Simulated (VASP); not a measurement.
# ZnS (F-43m) in VASP: notebook

The runs below take ZnS through single point, with r2SCAN+D4.

All numbers are computed with VASP 6.6.1; they aren't measurements. Logs are shortened: lines on timing, memory, paths and dates and some standing lists are left out, and cuts for length are marked.

**Experimental background.**

From “Electronic, vibrational, and thermodynamic properties of ZnS (zincblende and rocksalt structure)”, 2009, arxiv:0911.5022, for a bulk crystal of ZnS at 19 K: band gap 3.85 eV (direct).

How close the calculation comes is told below.

### Step 1. The cell of the first run

Symmetry: F-43m, No. 216, cubic system. Conventional cell: a = 5.294 Å, b = 5.294 Å, c = 5.294 Å, α = 90.00°, β = 90.00°, γ = 90.00°. Zn (site symmetry -43m) has 4 S at 2.29 Å within 3.0 Å. S (site symmetry -43m) has 4 Zn at 2.29 Å within 3.0 Å.

### Step 2. Single point, r2SCAN+D4

The input, POSCAR:

```
ZnS
1.0
    0.0000000000      2.6468416657      2.6468416657
    2.6468416657      0.0000000000      2.6468416657
    2.6468416657      2.6468416657      0.0000000000
Zn S
1 1
Direct
    0.7500000000      0.7500000000      0.7500000000
    0.0000000000      0.0000000000      0.0000000000
```

The input, INCAR.step1:

```
SYSTEM = ZnS
PREC = Accurate
ENCUT = 520
ISMEAR = -1
SIGMA = 0.05
LREAL = .FALSE.
LASPH = .TRUE.
NELM = 60
NBANDS = 16
GGA = PE
ALGO = Normal
EDIFF = 1E-4
LWAVE = .TRUE.
LCHARG = .FALSE.
```

The input, INCAR.step2:

```
SYSTEM = ZnS
PREC = Accurate
ENCUT = 520
EDIFF = 1E-6
ISMEAR = -1
SIGMA = 0.05
LREAL = .FALSE.
LASPH = .TRUE.
NELM = 60
ALGO = Normal
ISIF = 2
LWAVE = .FALSE.
LCHARG = .FALSE.
METAGGA = R2SCAN
LMIXTAU = .TRUE.
IVDW = 13
VDW_S6 = 1.0
VDW_S8 = 0.6018749
VDW_A1 = 0.51559235
VDW_A2 = 5.77342911
NBANDS = 16
ISTART = 1
```

The input, KPOINTS:

```
regular mesh
0
G
  9 9 9
  0 0 0
```

Potentials or basis: VASP PAW PBE potentials, release 64 (Zn, S).

Command:

```sh
$ cat potpaw_PBE.64/Zn/POTCAR potpaw_PBE.64/S/POTCAR > POTCAR
$ cp INCAR.step1 INCAR
$ mpirun -np 1 vasp_std > vasp.out
$ cp INCAR.step2 INCAR
$ mpirun -np 1 vasp_std > vasp.out
```

OUTCAR:

```text
SYSTEM = ZnS
   PREC = Accurate
   ENCUT = 520
   EDIFF = 1E-6
   ISMEAR = -1
   LREAL = .FALSE.
   LASPH = .TRUE.
   NELM = 60
   ISIF = 2
   METAGGA = R2SCAN
   IVDW = 13
   ISTART = 1

 ion  position               nearest neighbor table
   1  0.750  0.750  0.750-   2 2.29   2 2.29   2 2.29   2 2.29
   2  0.000  0.000  0.000-   1 2.29   1 2.29   1 2.29   1 2.29

  LATTYP: Found a face centered cubic cell.
 ALAT       =     5.2936833314

  Lattice vectors:

 A1 = (   0.0000000000,   2.6468416657,   2.6468416657)
 A2 = (   2.6468416657,   0.0000000000,   2.6468416657)
 A3 = (   2.6468416657,   2.6468416657,   0.0000000000)

Analysis of symmetry for initial positions (statically):
=====================================================================
 Subroutine PRICEL returns:
 Original cell was already a primitive cell.

 Routine SETGRP: Setting up the symmetry group for a
 face centered cubic supercell.

 Subroutine GETGRP returns: Found 24 space group operations
 (whereof 24 operations were pure point group operations)
 out of a pool of 48 trial point group operations.

The static configuration has the point symmetry T_d .

Analysis of symmetry for dynamics (positions and initial velocities):
=====================================================================
 Subroutine PRICEL returns:
 Original cell was already a primitive cell.

 Routine SETGRP: Setting up the symmetry group for a
 face centered cubic supercell.

 Subroutine GETGRP returns: Found 24 space group operations
 (whereof 24 operations were pure point group operations)
 out of a pool of 48 trial point group operations.

The dynamic configuration has the point symmetry T_d .

 Subroutine INISYM returns: Found 24 space group operations
 (whereof 24 operations are pure point group operations),
 and found     1 'primitive' translations

----------------------------------------------------------------------------------------

                                     Primitive cell

  volume of cell :      37.0863

  direct lattice vectors                    reciprocal lattice vectors
     0.000000000  2.646841666  2.646841666    -0.188904386  0.188904386  0.188904386
     2.646841666  0.000000000  2.646841666     0.188904386 -0.188904386  0.188904386
     2.646841666  2.646841666  0.000000000     0.188904386  0.188904386 -0.188904386

  length of vectors
     3.743199381  3.743199381  3.743199381     0.327191995  0.327191995  0.327191995

  position of ions in fractional coordinates (direct lattice)
     0.750000000  0.750000000  0.750000000
     0.000000000  0.000000000  0.000000000

  ion indices of the primitive-cell ions
   primitive index   ion index
                 1           1
                 2           2

----------------------------------------------------------------------------------------

 KPOINTS: regular mesh

Automatic generation of k-mesh.
 Grid dimensions read from file:
 generate k-points for:    9    9    9

 Generating k-lattice:

  Cartesian coordinates                     Fractional coordinates (reciprocal lattice)
    -0.020989376  0.020989376  0.020989376     0.111111111  0.000000000  0.000000000
     0.020989376 -0.020989376  0.020989376     0.000000000  0.111111111  0.000000000
     0.020989376  0.020989376 -0.020989376     0.000000000  0.000000000  0.111111111

  Length of vectors
     0.036354666  0.036354666  0.036354666

  Shift w.r.t. Gamma in fractional coordinates (k-lattice)
     0.000000000  0.000000000  0.000000000

 Subroutine IBZKPT returns following result:
 ===========================================

 Found     35 irreducible k-points:

 Following reciprocal coordinates:
            Coordinates               Weight
  0.000000  0.000000  0.000000      1.000000
  0.111111  0.000000  0.000000      8.000000
  0.222222  0.000000  0.000000      8.000000
  0.333333  0.000000  0.000000      8.000000
  0.444444  0.000000  0.000000      8.000000
  0.111111  0.111111  0.000000      6.000000
[... 16 lines left out ...]
 -0.333333  0.333333  0.000000     12.000000
  0.444444  0.444444  0.000000      6.000000
 [... further k-points ...]
   k-points           NKPTS =     35   k-points in BZ     NKDIM =     35   number of bands    NBANDS=     16
   number of dos      NEDOS =    301   number of ions     NIONS =      2
   total plane-waves  NPLWV =  21952
   dimension x,y,z NGX =    28 NGY =   28 NGZ =   28
   dimension x,y,z NGXF=    56 NGYF=   56 NGZF=   56
   ions per type =               1   1
   NGX,Y,Z   is equivalent  to a cutoff of  12.44, 12.44, 12.44 a.u.
   NGXF,Y,Z  is equivalent  to a cutoff of  24.87, 24.87, 24.87 a.u.
 SYSTEM =  ZnS
   PREC   = accura    normal or accurate (medium, high low for compatibility)
   ISTART =      1    job   : 0-new  1-cont  2-samecut
   ICHARG =      0    charge: 1-file 2-atom 10-const
   ISPIN  =      1    spin polarized calculation?
   LNONCOLLINEAR =      F non collinear calculations
   LSORBIT =      F    spin-orbit coupling
   LASPH  =      T    aspherical Exc in radial PAW
   ENCUT  =  520.0 eV  38.22 Ry    6.18 a.u.   6.96  6.96  6.96*2*pi/ulx,y,z
   NELM   =     60;   NELMIN=  2; NELMDL=  0     # of ELM steps
   EDIFF  = 0.1E-05   stopping-criterion for ELM
   LREAL  =      F    real-space projection
   EDIFFG = 0.1E-04   stopping-criterion for IOM
   NSW    =      0    number of steps for IOM
   IBRION =     -1    ionic relax: 0-MD 1-quasi-New 2-CG
   NFREE  =      0    steps in history (QN), initial steepest desc. (CG)
   ISIF   =      2    stress and relaxation
   ISYM   =      2    0-nonsym 1-usesym 2-fastsym
   POTIM  = 0.5000    time-step for ionic-motion
   TEBEG  =    0.0;   TEEND  =   0.0 temperature during run
   PSTRESS=    0.0 pullay stress
   NELECT =      18.0000    total number of electrons
   NUPDOWN=      -1.0000    fix difference up-down
   EMIN   =  10.00;   EMAX   =-10.00  energy-range for DOS
   EFERMI =   0.00;   METHOD = LEGACY
   ISMEAR =    -1;   SIGMA  =   0.05  broadening in eV -4-tet -1-fermi 0-gaus
   EFERMI_NEDOS =   21; number of points for ismear=-14 and -15
   IALGO  =     38    algorithm
   IMIX   =      4    mixing-type and parameters
     AMIX     =   0.40;   BMIX     =  1.00
     AMIX_MAG =   1.60;   BMIX_MAG =  1.00
  volume/ion in A,a.u.               =      18.54       125.14
  Fermi-wavevector in a.u.,A,eV,Ry     =   1.286553  2.431233 22.520619  1.655219
  Thomas-Fermi vector in A             =   2.418621
   LORBIT       =      0    0 simple, 1 ext, 2 COOP (PROOUT), +10 PAW based schemes
   METAGGA = R2SCAN    functional components
   LHFCALC =     F    Hartree Fock is set to
   AEXX    =    0.0000 exact exchange contribution
   IVDW    =    13    specifies the selected vdW correction
   LEPSILON=     F    determine dielectric tensor
   LRPA    =     F    only Hartree local field effects (RPA)
 non-spin polarized calculation
  energy-cutoff  :      520.00
  volume of cell :       37.09
 maximum number of plane-waves:      1018
   NGX = 13   NGY = 13   NGZ = 13

 number of electron      18.0000013 magnetization

 Free energy of the ion-electron system (eV)
  ---------------------------------------------------
  ext. energy  EPLUGINS =         0.00000000
  ---------------------------------------------------
  free energy    TOTEN  =       -18.83791300 eV

  energy without entropy =      -18.83791300  energy(sigma->0) =      -18.83791300

 E-fermi :   3.4837     XC(G=0): -10.6016

 val. band max:        2.4352952852   @ k =   0.0000   0.0000   0.0000
 cond. band min:       5.4042222547   @ k =   0.0000   0.0000   0.0000
 fundamental gap:      2.9689269695
 Fermi energy:         3.4837305732

 k-point     1 :       0.0000    0.0000    0.0000
  band No.  band energies     occupation
      1     -11.7078      2.00000
      2      -4.3356      2.00000
      3      -4.3356      2.00000
      4      -4.3356      2.00000
      5      -3.7069      2.00000
      6      -3.7069      2.00000
[... 8 lines left out ...]
     15      14.8043      0.00000
     16      15.3619      0.00000

 k-point     2 :       0.1111    0.0000    0.0000
  band No.  band energies     occupation
      1     -11.6022      2.00000
      2      -4.3379      2.00000
      3      -4.3154      2.00000
      4      -4.3154      2.00000
      5      -3.7086      2.00000
      6      -3.7086      2.00000
[... 8 lines left out ...]
     15      14.2575      0.00000
     16      16.0532      0.00000

 k-point     3 :       0.2222    0.0000    0.0000
  band No.  band energies     occupation
      1     -11.3162      2.00000
      2      -4.3148      2.00000
      3      -4.2675      2.00000
      4      -4.2675      2.00000
      5      -3.7075      2.00000
      6      -3.7074      2.00000
[... 8 lines left out ...]
     15      13.8998      0.00000
     16      15.6287      0.00000

 k-point     4 :       0.3333    0.0000    0.0000
  band No.  band energies     occupation
      1     -10.9504      2.00000
      2      -4.2212      2.00000
      3      -4.2211      2.00000
      4      -4.1785      2.00000
      5      -3.6935      2.00000
      6      -3.6934      2.00000
[... 8 lines left out ...]
     15      14.6904      0.00000
     16      15.1161      0.00000
[... 324 lines left out ...]
 k-point    22 :      -0.4444    0.3333    0.0000
  band No.  band energies     occupation
      1     -10.3354      2.00000
      2      -4.2711      2.00000
      3      -3.9959      2.00000
      4      -3.8854      2.00000
      5      -3.6541      2.00000
      6      -3.3903      2.00000
[... 8 lines left out ...]
     15      16.2587      0.00000
     16      18.8918      0.00000

 k-point    23 :      -0.3333    0.3333    0.0000
  band No.  band energies     occupation
      1     -10.3720      2.00000
      2      -4.2138      2.00000
      3      -4.0426      2.00000
      4      -3.7841      2.00000
      5      -3.6896      2.00000
      6      -3.4219      2.00000
[... 8 lines left out ...]
     15      14.8045      0.00000
     16      20.2181      0.00000

 k-point    24 :       0.4444    0.4444    0.0000
  band No.  band energies     occupation
      1     -10.3336      2.00000
      2      -4.4031      2.00000
      3      -3.9373      2.00000
      4      -3.9373      2.00000
      5      -3.6176      2.00000
      6      -3.5409      2.00000
[... 8 lines left out ...]
     15      16.7761      0.00000
     16      18.5157      0.00000

 [... further k-points ...]

------------------------ aborting loop because EDIFF is reached ----------------------------------------

  DFT-D4 for vdW energy calculation

  Edisp (eV):   -0.24379

  FORCE on cell =-STRESS in cart. coord.  units (eV):
  Direction    XX          YY          ZZ          XY          YZ          ZX
  --------------------------------------------------------------------------------------
  -------------------------------------------------------------------------------------
  Total       0.87179     0.87179     0.87179     0.00000     0.00000     0.00000
  in kB      37.66239    37.66239    37.66239     0.00000     0.00000     0.00000
  external pressure =       37.66 kB  Pullay stress =        0.00 kB

 VOLUME and BASIS-vectors are now :
 -----------------------------------------------------------------------------
  energy-cutoff  :      520.00
  volume of cell :       37.09
      direct lattice vectors                 reciprocal lattice vectors
     0.000000000  2.646841666  2.646841666    -0.188904386  0.188904386  0.188904386
     2.646841666  0.000000000  2.646841666     0.188904386 -0.188904386  0.188904386
     2.646841666  2.646841666  0.000000000     0.188904386  0.188904386 -0.188904386

 POSITION                                       TOTAL-FORCE (eV/Angst)
 -----------------------------------------------------------------------------------
      3.97026      3.97026      3.97026        -0.000000     -0.000000     -0.000000
      0.00000      0.00000      0.00000         0.000000      0.000000      0.000000
 -----------------------------------------------------------------------------------
    total drift:                                0.000017      0.000017      0.000017

  FREE ENERGIE OF THE ION-ELECTRON SYSTEM (eV)
  ---------------------------------------------------
  free  energy   TOTEN  =       -19.0817061861 eV

  energy  without entropy=      -19.0817061861  energy(sigma->0) =      -19.08170619
```

It took 50 s on 1 thread of AMD EPYC 9R45 (Zen 5), shared host; peak memory 0.14 GiB.

Results:

| Quantity | Value |
| --- | --- |
| Free energy | -19.0817 eV |
| Pressure | 3.8 GPa |
| Band gap on the k mesh | 2.97 eV, direct |
| Dispersion energy per atom | -0.122 eV |

Caveat: the PAW data sets were made with another functional, which shifts forces and pressure a little. r2SCAN opens gaps a little over a GGA but as a rule still falls short of measured ones.

### Step 3. Single point, r2SCAN+D4

This run uses another cell than the first one, of 18.94 Å³/atom, 1.021 times its volume.

The input, POSCAR:

```
ZnS
1.0
    0.0000000000      2.6654820099      2.6654820099
    2.6654820099      0.0000000000      2.6654820099
    2.6654820099      2.6654820099      0.0000000000
Zn S
1 1
Direct
    0.7500000000      0.7500000000      0.7500000000
    0.0000000000      0.0000000000      0.0000000000
```

The input, INCAR.step1:

```
PREC = Accurate
ENCUT = 520
ISMEAR = -1
SIGMA = 0.05
LREAL = F
LASPH = T
NELM = 60
NBANDS = 16
GGA = PE
ALGO = Normal
EDIFF = 1E-4
LWAVE = T
LCHARG = F
```

The input, INCAR.step2:

```
PREC = Accurate
ENCUT = 520
EDIFF = 1E-6
ISMEAR = -1
SIGMA = 0.05
LREAL = F
LASPH = T
NELM = 60
ALGO = Normal
ISIF = 2
LWAVE = F
LCHARG = F
METAGGA = R2SCAN
LMIXTAU = T
IVDW = 13
VDW_S6 = 1.0
VDW_S8 = 0.6018749
VDW_A1 = 0.51559235
VDW_A2 = 5.77342911
NBANDS = 16
ISTART = 1
```

The input, KPOINTS:

```
Automatic mesh
0
Gamma
  9 9 9
```

Potentials or basis: VASP PAW PBE potentials, release 64 (Zn, S).

Command:

```sh
$ cat potpaw_PBE.64/Zn/POTCAR potpaw_PBE.64/S/POTCAR > POTCAR
$ cp INCAR.step1 INCAR
$ mpirun -np 1 vasp_std > vasp.out
$ cp INCAR.step2 INCAR
$ mpirun -np 1 vasp_std > vasp.out
```

It took 50 s on 1 thread of AMD EPYC 9R45 (Zen 5), shared host; peak memory 0.14 GiB.

Results (log left out):

- Free energy: -19.0952 eV
- Pressure: 1.8 GPa
- Band gap on the k mesh: 2.87 eV, direct
- Dispersion energy per atom: -0.120 eV

Levels at points of the mesh, in eV from the valence-band top:
```tsv
k point	band 6	band 7	band 8	band 9	band 10	band 11	band 12	band 13
(0.00, 0.00, 0.00)	-6.07	0.00	0.00	0.00	2.87	6.87	6.87	6.87
```

Caveat: the PAW data sets were made with another functional, which shifts forces and pressure a little.

### Step 4. How close it comes

Step 3. Against the measured gap of ZnS, 3.85 eV (direct; 19 K; quoted in “Electronic, vibrational, and thermodynamic properties of ZnS (zincblende and rocksalt structure)”, 2009, arxiv:0911.5022), the calculated 2.87 eV is off by -0.98 eV. The value is that of r2SCAN+D4, without temperature or zero-point motion.
